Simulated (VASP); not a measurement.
Cd:

```
CELL_PARAMETERS angstrom
2.95090 0.00000 0.00000
-1.47545 2.55555 0.00000
0.00000 0.00000 5.88385
ATOMIC_POSITIONS crystal
Cd 0.33333 0.66667 0.25000
Cd 0.66667 0.33333 0.75000
```

Base run:

| Quantity | Value |
| --- | --- |
| Program | VASP 6.6.1 |
| Functional | r2SCAN |
| Potentials or basis | VASP PAW PBE potentials, release 64 (Cd) |
| Cutoff | 520 eV |
| k mesh | 12 × 12 × 6 |
| Occupations | fermi-dirac, width 0.1 eV |
| Spin | no spin polarisation |

Its results: band gap on the k mesh zero (bands 12 and 13 overlap by 4.43 eV); pressure 0.4 GPa.

The run is repeated on the same cell with these changes: k mesh from 12 × 12 × 6 to 8 × 8 × 4. What comes out?

Band gap on the k mesh zero (bands 12 and 13 overlap by 3.63 eV); pressure 0.8 GPa.

Caveats: the PAW data sets were made with another functional, which shifts forces and pressure a little.
